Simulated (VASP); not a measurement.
# CeO2 (Fm-3m) in VASP: notebook

The runs below take CeO2 through single point, with revPBE, revPBE+D4.

Everything below comes from runs of VASP 6.6.1. Logs are shortened: lines on timing, memory, paths and dates and some standing lists are left out, and cuts for length are marked.

## 1. The cell of the first run

The structure is cubic, space group Fm-3m (No. 225). The conventional cell has a = 5.531 Å, b = 5.531 Å, c = 5.531 Å, α = 90.00°, β = 90.00°, γ = 90.00°. Within 3.2 Å of Ce (site symmetry m-3m) lie 8 O at 2.39 Å. Within 3.2 Å of O (site symmetry -43m) lie 4 Ce at 2.39 Å and 6 O at 2.77 Å.

## 2. Single point, revPBE (14.10 Å³/atom)

Contents of INCAR:

```
SYSTEM = CeO2
PREC = Accurate
ENCUT = 520
EDIFF = 1E-6
ISMEAR = 0
SIGMA = 0.05
LREAL = .False.
LASPH = .True.
NELM = 100
ALGO = Normal
ISIF = 2
LWAVE = .False.
LCHARG = .False.
GGA = RE
NBANDS = 19
```

Contents of KPOINTS:

```
Automatic mesh
0
Gamma
  8 8 8
  0 0 0
```

Contents of POSCAR:

```
CeO2
1.0
    0.0000000000      2.7653730946      2.7653730946
    2.7653730946      0.0000000000      2.7653730946
    2.7653730946      2.7653730946      0.0000000000
Ce O
1 2
Direct
    0.0000000000      0.0000000000      0.0000000000
    0.2500000000      0.2500000000      0.2500000000
    0.7500000000      0.7500000000      0.7500000000
```

Potentials or basis: VASP PAW PBE potentials, release 64 (Ce, O).

Run with:

```bash
$ cat potpaw_PBE.64/Ce/POTCAR potpaw_PBE.64/O/POTCAR > POTCAR
$ mpirun -np 1 vasp_std > vasp.out
```

OUTCAR:

```text
SYSTEM = CeO2
   PREC = Accurate
   ENCUT = 520
   EDIFF = 1E-6
   ISMEAR = 0
   LREAL = .False.
   LASPH = .True.
   NELM = 100
   ISIF = 2
   GGA = RE

 ion  position               nearest neighbor table
   1  0.000  0.000  0.000-   3 2.39   3 2.39   3 2.39   2 2.39   3 2.39   2 2.39   2 2.39   2 2.39

   2  0.250  0.250  0.250-   1 2.39   1 2.39   1 2.39   1 2.39
   3  0.750  0.750  0.750-   1 2.39   1 2.39   1 2.39   1 2.39

  LATTYP: Found a face centered cubic cell.
 ALAT       =     5.5307461892

  Lattice vectors:

 A1 = (   0.0000000000,   2.7653730946,   2.7653730946)
 A2 = (   2.7653730946,   0.0000000000,   2.7653730946)
 A3 = (   2.7653730946,   2.7653730946,   0.0000000000)

Analysis of symmetry for initial positions (statically):
=====================================================================
 Subroutine PRICEL returns:
 Original cell was already a primitive cell.

 Routine SETGRP: Setting up the symmetry group for a
 face centered cubic supercell.

 Subroutine GETGRP returns: Found 48 space group operations
 (whereof 48 operations were pure point group operations)
 out of a pool of 48 trial point group operations.

The static configuration has the point symmetry O_h .

Analysis of symmetry for dynamics (positions and initial velocities):
=====================================================================
 Subroutine PRICEL returns:
 Original cell was already a primitive cell.

 Routine SETGRP: Setting up the symmetry group for a
 face centered cubic supercell.

 Subroutine GETGRP returns: Found 48 space group operations
 (whereof 48 operations were pure point group operations)
 out of a pool of 48 trial point group operations.

The dynamic configuration has the point symmetry O_h .

 Subroutine INISYM returns: Found 48 space group operations
 (whereof 48 operations are pure point group operations),
 and found     1 'primitive' translations

----------------------------------------------------------------------------------------

                                     Primitive cell

  volume of cell :      42.2952

  direct lattice vectors                    reciprocal lattice vectors
     0.000000000  2.765373095  2.765373095    -0.180807429  0.180807429  0.180807429
     2.765373095  0.000000000  2.765373095     0.180807429 -0.180807429  0.180807429
     2.765373095  2.765373095  0.000000000     0.180807429  0.180807429 -0.180807429

  length of vectors
     3.910828135  3.910828135  3.910828135     0.313167654  0.313167654  0.313167654

[... 76 lines left out ...]
   ISPIN  =      1    spin polarized calculation?
   LNONCOLLINEAR =      F non collinear calculations
   LSORBIT =      F    spin-orbit coupling
   LASPH  =      T    aspherical Exc in radial PAW
   ENCUT  =  520.0 eV  38.22 Ry    6.18 a.u.   7.27  7.27  7.27*2*pi/ulx,y,z
   NELM   =    100;   NELMIN=  2; NELMDL= -5     # of ELM steps
   EDIFF  = 0.1E-05   stopping-criterion for ELM
   LREAL  =      F    real-space projection
[... 7 lines left out ...]
   TEBEG  =    0.0;   TEEND  =   0.0 temperature during run
   PSTRESS=    0.0 pullay stress
   NELECT =      24.0000    total number of electrons
   NUPDOWN=      -1.0000    fix difference up-down
   EMIN   =  10.00;   EMAX   =-10.00  energy-range for DOS
   EFERMI =   0.00;   METHOD = LEGACY
   ISMEAR =     0;   SIGMA  =   0.05  broadening in eV -4-tet -1-fermi 0-gaus
   EFERMI_NEDOS =   21; number of points for ismear=-14 and -15
   IALGO  =     38    algorithm
   IMIX   =      4    mixing-type and parameters
     AMIX     =   0.40;   BMIX     =  1.00
     AMIX_MAG =   1.60;   BMIX_MAG =  1.00
  volume/ion in A,a.u.               =      14.10        95.14
  Fermi-wavevector in a.u.,A,eV,Ry     =   1.355340  2.561221 24.993166  1.836946
  Thomas-Fermi vector in A             =   2.482436
   LORBIT       =      0    0 simple, 1 ext, 2 COOP (PROOUT), +10 PAW based schemes
   GGA     = RE    functional components
   LHFCALC =     F    Hartree Fock is set to
   AEXX    =    0.0000 exact exchange contribution
   IVDW    =     0    specifies the selected vdW correction
   LEPSILON=     F    determine dielectric tensor
   LRPA    =     F    only Hartree local field effects (RPA)
 non-spin polarized calculation
 Gauss-broadening in eV      SIGMA  =   0.05
  energy-cutoff  :      520.00
  volume of cell :       42.30
 maximum number of plane-waves:      1158
 NGX is ok and might be reduce to    30
   NGX = 15   NGY = 15   NGZ = 15

 number of electron      23.9999996 magnetization

 Free energy of the ion-electron system (eV)
  ---------------------------------------------------
  ext. energy  EPLUGINS =         0.00000000
  ---------------------------------------------------
  free energy    TOTEN  =       -25.11222162 eV

  energy without entropy =      -25.11222162  energy(sigma->0) =      -25.11222162

 E-fermi :   5.0606     XC(G=0): -10.7972

 val. band max:        4.7747604688   @ k =  -0.2500   0.2500   0.0000
 cond. band min:       6.5420576550   @ k =   0.5000   0.0000   0.0000
 fundamental gap:      1.7672971862
 Fermi energy:         5.0606215754

 k-point     1 :       0.0000    0.0000    0.0000
  band No.  band energies     occupation
      1     -27.7910      2.00000
      2     -11.4649      2.00000
      3     -10.5406      2.00000
      4     -10.0083      2.00000
      5     -10.0083      2.00000
      6     -10.0083      2.00000
[... 505 lines left out ...]
      6      -8.0895      2.00000
[... 11 lines left out ...]
     18       7.0785      0.00000
     19       7.4534      0.00000

 [... further k-points ...]

------------------------ aborting loop because EDIFF is reached ----------------------------------------

  FORCE on cell =-STRESS in cart. coord.  units (eV):
  Direction    XX          YY          ZZ          XY          YZ          ZX
  --------------------------------------------------------------------------------------
  -------------------------------------------------------------------------------------
  Total       -0.7792880     -0.7792880     -0.7792880     -0.0000000      0.0000000     -0.0000000
  in kB      -29.5200691    -29.5200691    -29.5200691     -0.0000000      0.0000000     -0.0000000
  external PRESSURE =     -29.5200691 kB  Pullay stress =       0.0000000 kB

 VOLUME and BASIS-vectors are now :
 -----------------------------------------------------------------------------
  energy-cutoff  :      520.00
  volume of cell :       42.30
      direct lattice vectors                 reciprocal lattice vectors
     0.000000000  2.765373095  2.765373095    -0.180807429  0.180807429  0.180807429
     2.765373095  0.000000000  2.765373095     0.180807429 -0.180807429  0.180807429
     2.765373095  2.765373095  0.000000000     0.180807429  0.180807429 -0.180807429

 POSITION                                       TOTAL-FORCE (eV/Angst)
 -----------------------------------------------------------------------------------
      0.00000      0.00000      0.00000         0.000000     -0.000000      0.000000
      1.38269      1.38269      1.38269         0.000000      0.000000      0.000000
      4.14806      4.14806      4.14806        -0.000000     -0.000000     -0.000000
 -----------------------------------------------------------------------------------
    total drift:                                0.000000     -0.000000      0.000000

  FREE ENERGIE OF THE ION-ELECTRON SYSTEM (eV)
  ---------------------------------------------------
  free  energy   TOTEN  =       -25.1122216172 eV

  energy  without entropy=      -25.1122216172  energy(sigma->0) =      -25.11222162
```

OSZICAR:

```text
N       E                     dE             d eps       ncg     rms          rms(c)
DAV:   1     0.239627993806E+03    0.23963E+03   -0.11340E+04  1102   0.166E+03
DAV:   2     0.160436443356E+02   -0.22358E+03   -0.19455E+03  1363   0.290E+02
DAV:   3    -0.290655785239E+02   -0.45109E+02   -0.42152E+02  1379   0.145E+02
DAV:   4    -0.306018824946E+02   -0.15363E+01   -0.15347E+01  1459   0.279E+01
[... 11 lines left out ...]
DAV:  16    -0.251132149038E+02    0.53584E-02   -0.50958E-03  1132   0.108E+00    0.623E-01
DAV:  17    -0.251122603398E+02    0.95456E-03   -0.17612E-03  1593   0.539E-01    0.274E-01
DAV:  18    -0.251122155571E+02    0.44783E-04   -0.24718E-04  1472   0.184E-01    0.107E-01
DAV:  19    -0.251122215450E+02   -0.59879E-05   -0.28888E-05  1683   0.616E-02    0.628E-02
DAV:  20    -0.251122216172E+02   -0.72188E-07   -0.31058E-06  1325   0.142E-02
   1 F= -.25112222E+02 E0= -.25112222E+02  d E =-.421390E-17
```

stdout:

```text
POSCAR found type information on POSCAR CeO
 POSCAR found :  2 types and       3 ions
 scaLAPACK will be used
 -----------------------------------------------------------------------------
|                                                                             |
|                                                                             |
|     You enforced a specific xc type in the INCAR file but a different       |
|     I HOPE YOU KNOW WHAT YOU ARE DOING!                                     |
|                                                                             |
 -----------------------------------------------------------------------------

 LDA part: xc-table for (Slater+PW92), standard interpolation
 POSCAR, INCAR and KPOINTS ok, starting setup
 FFT: planning ... GRIDC
 FFT: planning ... GRID_SOFT
 FFT: planning ... GRID
 WAVECAR not read
 entering main loop
```

Wall time 75 s (1 thread of Intel Xeon 8259CL, shared host); peak memory 0.19 GiB.

What came out:

| Property | Result |
| --- | --- |
| Free energy | -25.1122 eV |
| Pressure | -3.0 GPa |
| Band gap on the k mesh | 1.77 eV (least direct gap 1.86 eV) |

Levels at points of the mesh, in eV from the valence-band top:
```csv
k point,band 9,band 10,band 11,band 12,band 13,band 14,band 15,band 16
"(0.00, 0.00, 0.00)",-3.49,-0.51,-0.51,-0.51,2.04,2.04,2.04,2.24
"(0.50, 0.00, 0.00)",-1.20,-1.12,-0.74,-0.74,1.77,1.92,1.92,2.05
"(0.50, 0.50, 0.00)",-1.19,-0.66,-0.66,-0.52,1.80,1.87,1.87,2.01
```

Caveat: the PAW data sets were made with another functional, which shifts forces and pressure a little; spin-orbit coupling is left out, which moves the levels of the heavy elements; semilocal functionals describe open f shells poorly, which spoils levels, moments and volumes.

[end of part 1 of 2]
